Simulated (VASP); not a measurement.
The system is LiCl.

```
Li Cl
1.0
     0.00000    2.52051    2.52051
     2.52051    0.00000    2.52051
     2.52051    2.52051    0.00000
Li Cl
1 1
Direct
  0.00000 0.00000 0.00000
  0.50000 0.50000 0.50000
```

This cell differs from its parent crystal: strain -1.4%.

Base run:

```yaml
Program: VASP 6.6.1
Functional: r2SCAN
Potentials_or_basis: VASP PAW PBE potentials, release 64 (Li_sv, Cl)
Cutoff: 520 eV
k_mesh: 8 × 8 × 8
Occupations: gaussian, width 0.01 eV
Spin: no spin polarisation
```

Its results: band gap on the k mesh 7.60 eV (least direct gap 7.65 eV).

The run is repeated on the same cell with these changes: functional from r2SCAN to HSE06; k mesh from 8 × 8 × 8 to 6 × 6 × 6. What comes out?

Band gap on the k mesh 8.06 eV.

Several settings changed at once.

A k mesh can miss the band edges.
